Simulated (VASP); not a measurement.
# Mg3SiO3 in VASP: relaxation of the atoms with PBE

Aim: the relaxation of the atoms of Mg3SiO3 with PBE.

All numbers are computed with VASP 6.6.1; they aren't measurements. Logs are shortened: lines on timing, memory, paths and dates and some standing lists are left out, and cuts for length are marked.

**1. The cell of the first run**

The cell holds a slab with vacuum, 7 atoms: a = 3.009 Å, b = 3.009 Å, c = 19.780 Å, α = 90.00°, β = 90.00°, γ = 90.00°.

**2. Relaxation of the atoms, PBE, collinear spin**

Input file INCAR:

```
SYSTEM = Mg3SiO3
PREC = Accurate ; ENCUT = 520
EDIFF = 1E-7 ; ISMEAR = 0
SIGMA = 0.05 ; LREAL = .False.
LASPH = .True. ; NELM = 200
ALGO = Normal ; ISIF = 2
LWAVE = .False. ; LCHARG = .False.
ISPIN = 2 ; MAGMOM = 0 0 0 0 0 0 2
LORBIT = 11 ; LDIPOL = .True.
IDIPOL = 3 ; DIPOL = 0.5 0.5 0.338
GGA = PE ; IBRION = 2
NSW = 36 ; EDIFFG = -0.025
GGA_COMPAT = .False. ; NELMIN = 4
NELMDL = -8 ; KPAR = 4
```

Input file KPOINTS:

```
regular mesh
0
Gamma
  9 9 1
  0 0 0
```

Input file POSCAR:

```
Mg3SiO3
1.0
    3.0085896295      0.0000000000      0.0000000000
    0.0000000000      3.0085896295      0.0000000000
    0.0000000000      0.0000000000     19.7799623107
Mg O Si
3 3 1
Selective dynamics
Direct
    0.5000000000      0.5000000000      0.2022248545  F F F
    0.0000000000      0.0000000000      0.3100331116  F F F
    0.5000000000      0.5000000000      0.4161289118  F F F
    0.0000000000      0.0000000000      0.2022248545  F F F
    0.5000000000      0.5000000000      0.3095409235  F F F
    0.0000000000      0.0000000000      0.4186035434  F F F
    0.0000000000      0.0000000000      0.5085936036  F F T
```

Potentials or basis: VASP PAW PBE potentials, release 64 (Mg, O, Si).

The run is started by

```sh
cat potpaw_PBE.64/Mg/POTCAR potpaw_PBE.64/O/POTCAR potpaw_PBE.64/Si/POTCAR > POTCAR
mpirun -np 4 vasp_std > vasp.out
```

OUTCAR:

```text
SYSTEM = Mg3SiO3
   PREC = Accurate
   ENCUT = 520
   EDIFF = 1E-7
   ISMEAR = 0
   LREAL = .False.
   LASPH = .True.
   NELM = 200
   ISIF = 2
   ISPIN = 2
   LORBIT = 11
   GGA = PE
   IBRION = 2
   NSW = 36
   EDIFFG = -0.025
   NELMIN = 4
   NELMDL = -8

 ion  position               nearest neighbor table
   1  0.500  0.500  0.202-   5 2.12   4 2.13   4 2.13   4 2.13   4 2.13   2 3.01   2 3.01   2 3.01
                             2 3.01
   2  0.000  0.000  0.310-   5 2.13   5 2.13   5 2.13   5 2.13   4 2.13   6 2.15   3 2.99   3 2.99
                             3 2.99   3 2.99   1 3.01   1 3.01   1 3.01   1 3.01
   3  0.500  0.500  0.416-   5 2.11   6 2.13   6 2.13   6 2.13   6 2.13   7 2.81   7 2.81   7 2.81
                             7 2.81   2 2.99   2 2.99   2 2.99   2 2.99
   4  0.000  0.000  0.202-   1 2.13   1 2.13   1 2.13   1 2.13   2 2.13
   5  0.500  0.500  0.310-   3 2.11   1 2.12   2 2.13   2 2.13   2 2.13   2 2.13
   6  0.000  0.000  0.419-   7 1.78   3 2.13   3 2.13   3 2.13   3 2.13   2 2.15
   7  0.000  0.000  0.509-   6 1.78   3 2.81   3 2.81   3 2.81   3 2.81

  LATTYP: Found a simple tetragonal cell.
 ALAT       =     3.0085896295
 C/A-ratio  =     6.5744966069

  Lattice vectors:

 A1 = (   3.0085896295,   0.0000000000,   0.0000000000)
 A2 = (   0.0000000000,   3.0085896295,   0.0000000000)
 A3 = (   0.0000000000,   0.0000000000,  19.7799623107)

Analysis of symmetry for initial positions (statically):
=====================================================================
 Subroutine PRICEL returns:
 Original cell was already a primitive cell.

 Routine SETGRP: Setting up the symmetry group for a
 simple tetragonal supercell.

 Subroutine GETGRP returns: Found  8 space group operations
 (whereof  8 operations were pure point group operations)
 out of a pool of 16 trial point group operations.

The static configuration has the point symmetry C_4v.

Analysis of symmetry for dynamics (positions and initial velocities):
=====================================================================
 Subroutine PRICEL returns:
 Original cell was already a primitive cell.

 Routine SETGRP: Setting up the symmetry group for a
 simple tetragonal supercell.

 Subroutine GETGRP returns: Found  8 space group operations
 (whereof  8 operations were pure point group operations)
 out of a pool of 16 trial point group operations.

The dynamic configuration has the point symmetry C_4v.

[... 175 lines left out ...]
  ---------------------------------------------------
  free energy    TOTEN  =       -38.22174355 eV

  energy without entropy =      -38.21916548  energy(sigma->0) =      -38.22045452

------------------------ aborting loop because EDIFF is reached ----------------------------------------

  FORCE on cell =-STRESS in cart. coord.  units (eV):
  Direction    XX          YY          ZZ          XY          YZ          ZX
  --------------------------------------------------------------------------------------
  -------------------------------------------------------------------------------------
  Total       -1.4213984     -1.4213984      5.0527004      0.0000000      0.0000000      0.0000000
  in kB      -12.7196466    -12.7196466     45.2150232      0.0000000      0.0000000      0.0000000
  external PRESSURE =       6.5919100 kB  Pullay stress =       0.0000000 kB
[... 192 lines left out ...]
--------------------------------------- Ionic step        6  -------------------------------------------

 number of electron      28.0000004 magnetization       0.0978070

 dipolmoment           0.000000      0.000000      0.128850 electrons x Angstroem

 Free energy of the ion-electron system (eV)
  ---------------------------------------------------
  ext. energy  EPLUGINS =         0.00000000
  ---------------------------------------------------
  free energy    TOTEN  =       -38.55537661 eV

  energy without entropy =      -38.55371572  energy(sigma->0) =      -38.55454616

 E-fermi :   1.3729     XC(G=0):  -5.5323

 val. band max:        1.3614984272   @ k =   0.0000   0.0000   0.0000
 cond. band min:       1.4396848435   @ k =   0.2222   0.1111   0.0000
 fundamental gap:      0.0781864163
 Fermi energy:         1.3728704436

 spin component 1

 k-point     1 :       0.0000    0.0000    0.0000
  band No.  band energies     occupation
      1     -19.5643      1.00000
      2     -18.8995      1.00000
      3     -18.0845      1.00000
      4      -8.5491      1.00000
      5      -5.7893      1.00000
      6      -4.4963      1.00000
[... 306 lines left out ...]
      5      -6.1851      1.00000
      6      -5.6307      1.00000
[... 11 lines left out ...]
     18       5.7817      0.00000
     19       7.1187      0.00000
 Fermi energy:         1.3728704436

 spin component 2

 k-point     1 :       0.0000    0.0000    0.0000
  band No.  band energies     occupation
      1     -19.5522      1.00000
      2     -18.8927      1.00000
      3     -18.0839      1.00000
      4      -8.5025      1.00000
      5      -5.7779      1.00000
      6      -4.4741      1.00000
[... 319 lines left out ...]
     18       5.7826      0.00000
     19       7.1408      0.00000

------------------------ aborting loop because EDIFF is reached ----------------------------------------

 vacuum level on the upper side and lower side of the slab       (xc-potential included)         0.984        -1.583

  FORCE on cell =-STRESS in cart. coord.  units (eV):
  Direction    XX          YY          ZZ          XY          YZ          ZX
  --------------------------------------------------------------------------------------
  -------------------------------------------------------------------------------------
  Total       -3.8985902     -3.8985902      0.2205582      0.0000000      0.0000000      0.0000000
  in kB      -34.8872548    -34.8872548      1.9737059      0.0000000      0.0000000      0.0000000
  external PRESSURE =     -22.6002679 kB  Pullay stress =       0.0000000 kB
[... 22 lines left out ...]
  FREE ENERGIE OF THE ION-ELECTRON SYSTEM (eV)
  ---------------------------------------------------
  free  energy   TOTEN  =       -38.5553766091 eV

  energy  without entropy=      -38.5537157186  energy(sigma->0) =      -38.55454616

 reached required accuracy - stopping structural energy minimisation

 vacuum level on the upper side and lower side of the slab         5.343         2.714

 total charge

# of ion       s       p       d       tot
------------------------------------------
    1        0.142   0.149   0.061   0.352
    2        0.148   0.169   0.073   0.390
    3        0.147   0.160   0.066   0.372
    4        1.544   3.490   0.000   5.035
    5        1.545   3.541   0.000   5.086
    6        1.560   3.498   0.000   5.058
    7        0.890   0.600   0.000   1.490
--------------------------------------------------
tot          5.976  11.607   0.200  17.784

 magnetization (x)

# of ion       s       p       d       tot
------------------------------------------
    1       -0.000   0.000  -0.000  -0.000
    2       -0.000   0.000   0.000   0.000
    3        0.001   0.001   0.000   0.003
    4       -0.000   0.000   0.000   0.000
    5       -0.000   0.001   0.000   0.001
    6        0.002   0.009   0.000   0.011
    7        0.003   0.016   0.000   0.019
--------------------------------------------------
tot          0.006   0.028   0.000   0.034
```

Run time: 2.5 min. Hardware: 4 MPI ranks of AMD EPYC 9R45 (Zen 5), shared host; peak memory 0.38 GiB.

Results:

```
Free energy                                           : -38.5554 eV
Energy gained by relaxing                             : 47.7 meV/atom
Ionic steps                                           : 6
Net moment                                            : 0.10 μB per cell
Valence electrons inside the program's atomic spheres : Mg 0.35, 0.39, 0.37; O 5.04, 5.09, 5.06; Si 1.49
```

Step by step:
| step | energy change (eV) | largest force on free atoms (eV/Å) | pressure (GPa) |
| --- | --- | --- | --- |
| 1 | 0.0000 | 2.6291 | 0.66 |
| 2 | -0.2282 | 1.1305 | -0.69 |
| 3 | -0.3035 | 0.4968 | -1.43 |
| 4 | -0.3312 | 0.0922 | -2.51 |
| 5 | -0.3332 | 0.0401 | -2.37 |
| 6 | -0.3336 | 0.0033 | -2.26 |

Final structure:
```
Mg O Si
1.0
     3.00859    0.00000    0.00000
     0.00000    3.00859    0.00000
     0.00000    0.00000   19.77996
Mg O Si
3 3 1
Direct
  0.50000 0.50000 0.20222
  0.00000 0.00000 0.31003
  0.50000 0.50000 0.41613
  0.00000 0.00000 0.20222
  0.50000 0.50000 0.30954
  0.00000 0.00000 0.41860
  0.00000 0.00000 0.52693
```

Levels at points of the mesh, in eV from the Fermi level:
Spin up:
| k point | band 11 | band 12 | band 13 | band 14 | band 15 | band 16 | band 17 | band 18 |
| --- | --- | --- | --- | --- | --- | --- | --- | --- |
| (0.00, 0.00, 0.00) | -4.56 | -3.87 | -3.87 | -0.88 | -0.03 | 1.73 | 2.55 | 3.81 |
Spin down:
| k point | band 12 | band 13 | band 14 | band 15 | band 16 | band 17 |
| --- | --- | --- | --- | --- | --- | --- |
| (0.00, 0.00, 0.00) | -3.87 | -3.87 | -0.80 | -0.01 | 1.74 | 2.58 |
